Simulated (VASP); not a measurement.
# ZnO4 (Im-3m) in VASP: further runs

ZnO4 is run at these levels: PBE; tasks: single point.

Everything below comes from runs of VASP 6.6.1. Logs are shortened: lines on timing, memory, paths and dates and some standing lists are left out, and cuts for length are marked.

### 1 The cell of the first run

Symmetry: Im-3m, No. 229, cubic system. The conventional cell has a = 4.605 Å, b = 4.605 Å, c = 4.605 Å, α = 90.00°, β = 90.00°, γ = 90.00°. Within 2.6 Å of Zn (site symmetry m-3m) lie 8 O at 1.99 Å. O (site symmetry -3m) has 2 Zn at 1.99 Å and 6 O at 2.30 Å within 2.6 Å.

### 2 Single point, PBE

The input, INCAR:

```
ALGO     = Normal         # electronic algorithm
EDIFF    = 1E-6           # SCF threshold, eV
ENCUT    = 520            # plane-wave cutoff, eV
GGA      = PE             # functional
ISIF     = 2              # what is computed and relaxed
ISMEAR   = 0              # smearing method
LASPH    = T              # aspherical terms in the spheres
LCHARG   = F              # write CHGCAR
LREAL    = F              # projectors in reciprocal space
LWAVE    = F              # write WAVECAR
NBANDS   = 26             # bands
NELM     = 60             # most SCF steps
PREC     = Accurate       # precision mode
SIGMA    = 0.1            # smearing width, eV
```

The input, KPOINTS:

```
k-points
0
Gamma
  6 6 6
```

The input, POSCAR:

```
ZnO4
1.0
   -2.3025558900      2.3025558900      2.3025558900
    2.3025558900     -2.3025558900      2.3025558900
    2.3025558900      2.3025558900     -2.3025558900
Zn O
1 4
Direct
    0.0000000000      0.0000000000      0.0000000000
    0.5000000000      0.5000000000      0.5000000000
    0.5000000000      0.0000000000      0.0000000000
    0.0000000000      0.0000000000      0.5000000000
    0.0000000000      0.5000000000      0.0000000000
```

Potentials or basis: VASP PAW PBE potentials, release 64 (Zn, O).

On the command line:

```bash
> cat potpaw_PBE.64/Zn/POTCAR potpaw_PBE.64/O/POTCAR > POTCAR
> mpirun -np 1 vasp_std > vasp.out
```

OUTCAR:

```text
EDIFF = 1E-6
   ENCUT = 520
   GGA = PE
   ISIF = 2
   ISMEAR = 0
   LASPH = T
   LREAL = F
   NELM = 60
   PREC = Accurate

 ion  position               nearest neighbor table
   1  0.000  0.000  0.000-   2 1.99   3 1.99   4 1.99   5 1.99   4 1.99   5 1.99   3 1.99   2 1.99

   2  0.500  0.500  0.500-   1 1.99   1 1.99
   3  0.500  0.000  0.000-   1 1.99   1 1.99
   4  0.000  0.000  0.500-   1 1.99   1 1.99
   5  0.000  0.500  0.000-   1 1.99   1 1.99

  LATTYP: Found a body centered cubic cell.
 ALAT       =     4.6051117800

  Lattice vectors:

 A1 = (  -2.3025558900,   2.3025558900,   2.3025558900)
 A2 = (   2.3025558900,  -2.3025558900,   2.3025558900)
 A3 = (   2.3025558900,   2.3025558900,  -2.3025558900)

Analysis of symmetry for initial positions (statically):
=====================================================================
 Subroutine PRICEL returns:
 Original cell was already a primitive cell.

 Routine SETGRP: Setting up the symmetry group for a
 body centered cubic supercell.

 Subroutine GETGRP returns: Found 48 space group operations
 (whereof 48 operations were pure point group operations)
 out of a pool of 48 trial point group operations.

The static configuration has the point symmetry O_h .

Analysis of symmetry for dynamics (positions and initial velocities):
=====================================================================
 Subroutine PRICEL returns:
 Original cell was already a primitive cell.

 Routine SETGRP: Setting up the symmetry group for a
 body centered cubic supercell.

 Subroutine GETGRP returns: Found 48 space group operations
 (whereof 48 operations were pure point group operations)
 out of a pool of 48 trial point group operations.

The dynamic configuration has the point symmetry O_h .

 Subroutine INISYM returns: Found 48 space group operations
 (whereof 48 operations are pure point group operations),
 and found     1 'primitive' translations

----------------------------------------------------------------------------------------

                                     Primitive cell

  volume of cell :      48.8304

  direct lattice vectors                    reciprocal lattice vectors
    -2.302555890  2.302555890  2.302555890     0.000000000  0.217149995  0.217149995
     2.302555890 -2.302555890  2.302555890     0.217149995  0.000000000  0.217149995
     2.302555890  2.302555890 -2.302555890     0.217149995  0.217149995  0.000000000

  length of vectors
     3.988143789  3.988143789  3.988143789     0.307096468  0.307096468  0.307096468

  position of ions in fractional coordinates (direct lattice)
     0.000000000  0.000000000  0.000000000
     0.500000000  0.500000000  0.500000000
     0.500000000  0.000000000  0.000000000
     0.000000000  0.000000000  0.500000000
     0.000000000  0.500000000  0.000000000

  ion indices of the primitive-cell ions
   primitive index   ion index
                 1           1
                 2           2
                 3           3
                 4           4
                 5           5

----------------------------------------------------------------------------------------

 KPOINTS: k-points

Automatic generation of k-mesh.
 Grid dimensions read from file:
 generate k-points for:    6    6    6

 Generating k-lattice:

  Cartesian coordinates                     Fractional coordinates (reciprocal lattice)
     0.000000000  0.036191666  0.036191666     0.166666667  0.000000000  0.000000000
     0.036191666  0.000000000  0.036191666     0.000000000  0.166666667  0.000000000
     0.036191666  0.036191666  0.000000000     0.000000000  0.000000000  0.166666667

  Length of vectors
     0.051182745  0.051182745  0.051182745

  Shift w.r.t. Gamma in fractional coordinates (k-lattice)
     0.000000000  0.000000000  0.000000000

 Subroutine IBZKPT returns following result:
 ===========================================

 Found     16 irreducible k-points:

 Following reciprocal coordinates:
            Coordinates               Weight
  0.000000  0.000000  0.000000      1.000000
  0.166667  0.000000  0.000000     12.000000
  0.333333  0.000000  0.000000     12.000000
  0.500000  0.000000  0.000000      6.000000
  0.166667  0.166667  0.000000     24.000000
  0.333333  0.166667  0.000000     48.000000
[... 8 lines left out ...]
  0.500000  0.500000  0.333333     12.000000
  0.500000  0.500000  0.500000      1.000000
   k-points           NKPTS =     16   k-points in BZ     NKDIM =     16   number of bands    NBANDS=     26
   number of dos      NEDOS =    301   number of ions     NIONS =      5
   total plane-waves  NPLWV =  27000
   dimension x,y,z NGX =    30 NGY =   30 NGZ =   30
   dimension x,y,z NGXF=    60 NGYF=   60 NGZF=   60
   ions per type =               1   4
   NGX,Y,Z   is equivalent  to a cutoff of  12.51, 12.51, 12.51 a.u.
   NGXF,Y,Z  is equivalent  to a cutoff of  25.01, 25.01, 25.01 a.u.
 SYSTEM =  unknown system
   PREC   = accura    normal or accurate (medium, high low for compatibility)
   ISTART =      0    job   : 0-new  1-cont  2-samecut
   ICHARG =      2    charge: 1-file 2-atom 10-const
   ISPIN  =      1    spin polarized calculation?
   LNONCOLLINEAR =      F non collinear calculations
   LSORBIT =      F    spin-orbit coupling
   LASPH  =      T    aspherical Exc in radial PAW
   ENCUT  =  520.0 eV  38.22 Ry    6.18 a.u.   7.42  7.42  7.42*2*pi/ulx,y,z
   NELM   =     60;   NELMIN=  2; NELMDL= -5     # of ELM steps
   EDIFF  = 0.1E-05   stopping-criterion for ELM
   LREAL  =      F    real-space projection
   EDIFFG = 0.1E-04   stopping-criterion for IOM
   NSW    =      0    number of steps for IOM
   IBRION =     -1    ionic relax: 0-MD 1-quasi-New 2-CG
   NFREE  =      0    steps in history (QN), initial steepest desc. (CG)
   ISIF   =      2    stress and relaxation
   ISYM   =      2    0-nonsym 1-usesym 2-fastsym
   POTIM  = 0.5000    time-step for ionic-motion
   TEBEG  =    0.0;   TEEND  =   0.0 temperature during run
   PSTRESS=    0.0 pullay stress
   NELECT =      36.0000    total number of electrons
   NUPDOWN=      -1.0000    fix difference up-down
   EMIN   =  10.00;   EMAX   =-10.00  energy-range for DOS
   EFERMI =   0.00;   METHOD = LEGACY
   ISMEAR =     0;   SIGMA  =   0.10  broadening in eV -4-tet -1-fermi 0-gaus
   EFERMI_NEDOS =   21; number of points for ismear=-14 and -15
   IALGO  =     38    algorithm
   IMIX   =      4    mixing-type and parameters
     AMIX     =   0.40;   BMIX     =  1.00
     AMIX_MAG =   1.60;   BMIX_MAG =  1.00
  volume/ion in A,a.u.               =       9.77        65.90
  Fermi-wavevector in a.u.,A,eV,Ry     =   1.478923  2.794759 29.758832  2.187212
  Thomas-Fermi vector in A             =   2.593144
   LORBIT       =      0    0 simple, 1 ext, 2 COOP (PROOUT), +10 PAW based schemes
   GGA     = PE    functional components
   LHFCALC =     F    Hartree Fock is set to
   AEXX    =    0.0000 exact exchange contribution
   IVDW    =     0    specifies the selected vdW correction
   LEPSILON=     F    determine dielectric tensor
   LRPA    =     F    only Hartree local field effects (RPA)
 non-spin polarized calculation
 Gauss-broadening in eV      SIGMA  =   0.10
  energy-cutoff  :      520.00
  volume of cell :       48.83
 maximum number of plane-waves:      1326
 NGX is ok and might be reduce to    30
   NGX = 15   NGY = 15   NGZ = 15

 number of electron      36.0000017 magnetization

 Free energy of the ion-electron system (eV)
  ---------------------------------------------------
  ext. energy  EPLUGINS =         0.00000000
  ---------------------------------------------------
  free energy    TOTEN  =       -16.23082138 eV

  energy without entropy =      -16.20271184  energy(sigma->0) =      -16.21676661

 E-fermi :   0.8454     XC(G=0): -11.1882

 val. band max:        0.8083957800   @ k =   0.3333   0.0000   0.0000
 cond. band min:       0.8705256069   @ k =   0.0000   0.0000   0.0000
 fundamental gap:      0.0621298269
 Fermi energy:         0.8454144443

 k-point     1 :       0.0000    0.0000    0.0000
  band No.  band energies     occupation
      1     -18.8192      2.00000
      2     -15.5974      2.00000
      3     -15.5974      2.00000
      4     -15.5974      2.00000
      5      -4.4984      2.00000
      6      -4.4984      2.00000
[... 18 lines left out ...]
     25      13.1628      0.00000
     26      19.7713      0.00000

 k-point     2 :       0.1667    0.0000    0.0000
  band No.  band energies     occupation
      1     -18.6176      2.00000
      2     -15.8143      2.00000
      3     -15.6382      2.00000
      4     -15.6057      2.00000
      5      -5.2585      2.00000
      6      -5.0711      2.00000
[... 18 lines left out ...]
     25      13.6589      0.00000
     26      18.9404      0.00000

 k-point     3 :       0.3333    0.0000    0.0000
  band No.  band energies     occupation
      1     -18.0559      2.00000
      2     -16.4148      2.00000
      3     -15.7167      2.00000
      4     -15.6210      2.00000
      5      -6.0082      2.00000
      6      -5.6066      2.00000
[... 18 lines left out ...]
     25      14.5986      0.00000
     26      17.5841      0.00000

 k-point     4 :       0.5000    0.0000    0.0000
  band No.  band energies     occupation
      1     -17.3602      2.00000
      2     -17.1339      2.00000
      3     -15.7549      2.00000
      4     -15.6284      2.00000
      5      -6.2789      2.00000
      6      -5.7956      2.00000
[... 18 lines left out ...]
     25      15.3521      0.00000
     26      17.0079      0.00000
[... 264 lines left out ...]
      1     -17.4974      2.00000
      2     -16.6311      2.00000
      3     -16.6311      2.00000
      4     -14.5357      2.00000
      5      -6.5640      2.00000
      6      -5.8167      2.00000
[... 18 lines left out ...]
     25      15.2588      0.00000
     26      15.6202      0.00000

 k-point    15 :       0.5000    0.5000    0.3333
  band No.  band energies     occupation
      1     -17.0379      2.00000
      2     -16.9750      2.00000
      3     -16.7689      2.00000
      4     -14.3369      2.00000
      5      -6.9227      2.00000
      6      -5.9453      2.00000
[... 18 lines left out ...]
     25      15.0312      0.00000
     26      16.5854      0.00000

 k-point    16 :       0.5000    0.5000    0.5000
  band No.  band energies     occupation
      1     -16.9198      2.00000
      2     -16.9198      2.00000
      3     -16.9198      2.00000
      4     -14.0829      2.00000
      5      -7.3454      2.00000
      6      -5.9934      2.00000
[... 18 lines left out ...]
     25      14.1350      0.00000
     26      17.0122      0.00000

------------------------ aborting loop because EDIFF is reached ----------------------------------------

  FORCE on cell =-STRESS in cart. coord.  units (eV):
  Direction    XX          YY          ZZ          XY          YZ          ZX
  --------------------------------------------------------------------------------------
  -------------------------------------------------------------------------------------
  Total        2.9388182      2.9388182      2.9388182     -0.0000000     -0.0000000      0.0000000
  in kB       96.4256949     96.4256949     96.4256949     -0.0000000     -0.0000000      0.0000000
  external PRESSURE =      96.4256949 kB  Pullay stress =       0.0000000 kB

 VOLUME and BASIS-vectors are now :
 -----------------------------------------------------------------------------
  energy-cutoff  :      520.00
  volume of cell :       48.83
      direct lattice vectors                 reciprocal lattice vectors
    -2.302555890  2.302555890  2.302555890     0.000000000  0.217149995  0.217149995
     2.302555890 -2.302555890  2.302555890     0.217149995  0.000000000  0.217149995
     2.302555890  2.302555890 -2.302555890     0.217149995  0.217149995  0.000000000

 POSITION                                       TOTAL-FORCE (eV/Angst)
 -----------------------------------------------------------------------------------
      0.00000      0.00000      0.00000        -0.000000      0.000000     -0.000000
      1.15128      1.15128      1.15128        -0.000000      0.000000     -0.000000
     -1.15128      1.15128      1.15128        -0.000000     -0.000000      0.000000
      1.15128      1.15128     -1.15128         0.000000     -0.000000     -0.000000
      1.15128     -1.15128      1.15128         0.000000      0.000000     -0.000000
 -----------------------------------------------------------------------------------
    total drift:                                0.000000      0.000000     -0.000000

  FREE ENERGIE OF THE ION-ELECTRON SYSTEM (eV)
  ---------------------------------------------------
  free  energy   TOTEN  =       -16.2308213776 eV

  energy  without entropy=      -16.2027118386  energy(sigma->0) =      -16.21676661
```

Run time: 27 s. Hardware: 1 thread of Intel Xeon Platinum 8488C (Sapphire Rapids), shared host; peak memory 0.17 GiB.

What came out:

```yaml
Free_energy: -16.2308 eV
Pressure: 9.6 GPa
Band_gap_on_the_k_mesh: zero (band 18 reaches 1.77 eV, above the bottom of band 19 at -0.00 eV)
```

### 3 Single point, PBE, collinear spin, ferromagnetic start

This run uses another cell than the first one, of 11.75 Å³/atom, 1.203 times its volume.

The input, INCAR:

```
SYSTEM = ZnO4
  ALGO = Normal
  EDIFF = 1E-6
  ENCUT = 520
  GGA = PE
  ISIF = 2
  ISMEAR = 0
  ISPIN = 2
  LASPH = .TRUE.
  LCHARG = .FALSE.
  LORBIT = 11
  LREAL = .FALSE.
  LWAVE = .FALSE.
  MAGMOM = 0.15 1.52 1.52 1.52 1.52
  NBANDS = 30
  NELM = 150
  PREC = Accurate
  SIGMA = 0.1
```

The input, KPOINTS:

```
k-points
0
G
  12 12 12
  0 0 0
```

Changes to POSCAR since step 2:

```diff
@@ -2,5 +2,5 @@
 1.0
-   -2.3025558900      2.3025558900      2.3025558900
-    2.3025558900     -2.3025558900      2.3025558900
-    2.3025558900      2.3025558900     -2.3025558900
+   -2.4488526348      2.4488526348      2.4488526348
+    2.4488526348     -2.4488526348      2.4488526348
+    2.4488526348      2.4488526348     -2.4488526348
 Zn O
```

Potentials or basis: VASP PAW PBE potentials, release 64 (Zn, O).

On the command line:

```bash
> cat potpaw_PBE.64/Zn/POTCAR potpaw_PBE.64/O/POTCAR > POTCAR
> mpirun -np 1 vasp_std > vasp.out
```

Wall time 3 min (1 thread of Intel Xeon Platinum 8488C (Sapphire Rapids), shared host); peak memory 0.31 GiB.

The run converged. Its results:

- Free energy: -16.8244 eV
- Pressure: 0.2 GPa
- Band gap on the k mesh: zero (filled and empty bands overlap)
- Net moment: 6.00 μB per cell
- Site moments: Zn +0.09; O +1.27 μB
- Valence electrons inside the program's atomic spheres: Zn 10.65; O 4.70

Levels at points of the mesh, in eV from the Fermi level:
Spin up:
| k point | band 18 | band 19 | band 20 | band 21 | band 22 | band 23 | band 24 | band 25 |
| --- | --- | --- | --- | --- | --- | --- | --- | --- |
| (0.00, 0.00, 0.00) | -1.17 | -0.69 | -0.27 | -0.27 | 4.60 | 10.55 | 11.96 | 11.96 |
| (0.50, 0.00, 0.00) | -1.95 | -1.30 | -0.76 | -0.40 | 7.95 | 11.05 | 12.69 | 13.14 |
| (0.50, 0.50, 0.50) | -0.61 | -0.29 | -0.29 | -0.29 | 10.37 | 11.41 | 11.41 | 11.41 |
Spin down:
| k point | band 13 | band 14 | band 15 | band 16 | band 17 | band 18 |
| --- | --- | --- | --- | --- | --- | --- |
| (0.00, 0.00, 0.00) | -1.54 | -1.54 | -1.54 | 1.49 | 1.51 | 1.51 |
| (0.50, 0.00, 0.00) | -0.97 | -0.74 | -0.59 | 0.13 | 0.55 | 0.74 |
| (0.50, 0.50, 0.50) | -0.24 | -0.24 | -0.24 | 1.95 | 1.95 | 1.95 |
